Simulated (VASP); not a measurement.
HfC5: single point with PBE

The system is HfC5.

```
Hf C
1.0
     2.62972    0.00000    0.00000
    -1.31486    2.27740    0.00000
     0.00000    0.00000    8.81393
Hf C
1 5
Direct
  0.00000 0.00000 0.00000
  0.66667 0.33333 0.66360
  0.00000 0.00000 0.72210
  0.66667 0.33333 0.50000
  0.00000 0.00000 0.27790
  0.66667 0.33333 0.33640
```

The cell was built from a structure type or drawn by symmetry, and may not be a known phase.

```yaml
Program: VASP 6.6.1
Task: single point
Functional: PBE
Potentials_or_basis: VASP PAW PBE potentials, release 64 (Hf_pv, C)
Cutoff: 520 eV
k_mesh: 18 × 18 × 4
Occupations: gaussian, width 0.1 eV
Spin: no spin polarisation
```

```
Pressure               : 0.1 GPa
Largest force          : 0.029 eV/Å
Band gap on the k mesh : zero (bands 15 and 16 overlap by 2.87 eV)
```

Forces in eV/Å, atoms in the order of the input:
```
Hf   0.000  0.000  0.000
C    0.000  0.000  0.029
C    0.000  0.000  0.009
C    0.000  0.000  0.000
C    0.000  0.000 -0.009
C    0.000  0.000 -0.029
```

Stress tensor (GPa, compression positive):
```
-0.07  0.00  0.00
 0.00 -0.07  0.00
 0.00  0.00  0.34
```

Levels at points of the mesh, in eV from the Fermi level:
| k point | band 11 | band 12 | band 13 | band 14 | band 15 | band 16 | band 17 | band 18 | band 19 | band 20 |
| --- | --- | --- | --- | --- | --- | --- | --- | --- | --- | --- |
| (0.00, 0.00, 0.00) | -2.42 | -1.65 | -1.65 | -0.71 | 2.36 | 2.36 | 2.96 | 2.96 | 5.50 | 6.32 |
| (0.50, 0.00, 0.00) | -4.79 | -4.48 | -3.57 | -1.62 | -0.67 | -0.40 | 1.91 | 4.72 | 5.61 | 5.62 |
| (0.00, 0.00, 0.50) | -2.42 | -1.76 | -1.64 | -1.64 | 2.36 | 2.36 | 2.92 | 2.92 | 6.29 | 6.55 |
| (0.50, 0.00, 0.50) | -4.47 | -4.43 | -3.73 | -2.14 | -1.30 | 0.68 | 1.86 | 5.22 | 5.40 | 5.73 |

It took 66 s on 1 thread of Intel(R) Xeon(R) 6975P-C (Granite Rapids), on a shared host, peak memory 0.25 GiB.

Caveat: spin-orbit coupling is left out, which moves the levels of the heavy elements.
